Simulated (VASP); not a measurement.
The system is AlN.

```
Al N
1.0
     0.00000    1.99868    2.03513
     1.99868    0.00000    2.03513
     1.99868    1.99868    0.00000
Al N
1 1
Direct
  0.00000 0.00000 0.00000
  0.50000 0.50000 0.50000
```

This cell differs from its parent crystal: epitaxial xy strain -1.0%.

Base run:

- Program: VASP 6.6.1
- Functional: r2SCAN
- Potentials or basis: VASP PAW PBE potentials, release 64 (Al, N)
- Cutoff: 520 eV
- k mesh: 10 × 10 × 10
- Occupations: gaussian, width 0.01 eV
- Spin: no spin polarisation

Its results: band gap on the k mesh 5.51 eV, indirect (least direct gap 6.67 eV); pressure 2.8 GPa.

**Question.** The run is repeated on the same cell with these changes: functional from r2SCAN to PBE; occupations from gaussian, width 0.01 eV to fermi-dirac, width 0.02 eV. What comes out?

**Answer.** Band gap on the k mesh 4.63 eV, indirect (least direct gap 5.83 eV); pressure 9.7 GPa.

Caveats: the PAW data sets were made with another functional, which shifts forces and pressure a little (some runs).

A k mesh can miss the band edges.
